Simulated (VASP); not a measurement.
The system is KZnI3.

```xyz
5
Lattice="5.6992 0.0000 0.0000 0.0000 5.6992 0.0000 0.0000 0.0000 5.6992" Properties=species:S:1:pos:R:3 pbc="T T T"
K     0.0000    0.0000    0.0000
Zn    2.8496    2.8496    2.8496
I     2.8496    2.8496    0.0000
I     2.8496    0.0000    2.8496
I     0.0000    2.8496    2.8496
```

Base run:

```yaml
Program: VASP 6.6.1
Functional: r2SCAN
Potentials_or_basis: VASP PAW PBE potentials, release 64 (K_sv, Zn, I)
Cutoff: 520 eV
k_mesh: 4 × 4 × 4
Occupations: fermi-dirac, width 0.02 eV
Spin: no spin polarisation
```

Its results: band gap on the k mesh zero (band 21 reaches 1.44 eV, above the bottom of band 22 at 0.88 eV); pressure 0.0 GPa.

**Question.** The run is repeated on the same cell with these changes: functional from r2SCAN to PBE. What comes out?

**Answer.** Band gap on the k mesh zero (band 21 reaches 1.72 eV, above the bottom of band 22 at 1.18 eV); pressure 0.7 GPa.

Caveats: spin-orbit coupling is left out, which moves the levels of the heavy elements; the PAW data sets were made with another functional, which shifts forces and pressure a little (some runs).
